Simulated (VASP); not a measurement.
Here is a VASP 6.6.1 calculation.

Contents of INCAR:

```
SYSTEM = ZnS
  PREC = Accurate
  ENCUT = 500
  EDIFF = 1E-6
  ISMEAR = 0
  SIGMA = 0.01
  LREAL = .False.
  LASPH = .True.
  NELM = 120
  ALGO = Normal
  ISIF = 2
  LWAVE = .False.
  LCHARG = .False.
  GGA = PS
  NBANDS = 16
  GGA_COMPAT = .False.
```

KPOINTS

```
Automatic mesh
0
Gamma
  8 8 8
  0 0 0
```

The input POSCAR:

```
ZnS
1.0
    2.6643807534      2.6643807534      0.0000000000
   -2.6643807534      2.6643807534      0.0000000000
    0.0000000000      2.6643807534      2.6949344295
Zn S
1 1
Direct
    0.7500000000      0.2500000000      0.5000000000
    0.0000000000      0.0000000000      0.0000000000
```

Potentials or basis: VASP PAW PBE potentials, release 64 (Zn, S).

Launch:

```sh
$ cat potpaw_PBE.64/Zn/POTCAR potpaw_PBE.64/S/POTCAR > POTCAR
$ mpirun -np 1 vasp_std > vasp.out
```

**Question.** What does it give for the band gap on the k mesh?

**Answer.** 2.10 eV, direct.

**Question.** What does it give for the pressure?

**Answer.** 0.5 GPa.

Stress tensor (GPa, compression positive):
```
0.68 0.00 0.00
0.00 0.68 0.00
0.00 0.00 0.19
```

Caveat: the cell differs from its parent crystal (in-plane strain -0.005, then relaxed in part); the PAW data sets were made with another functional, which shifts forces and pressure a little.
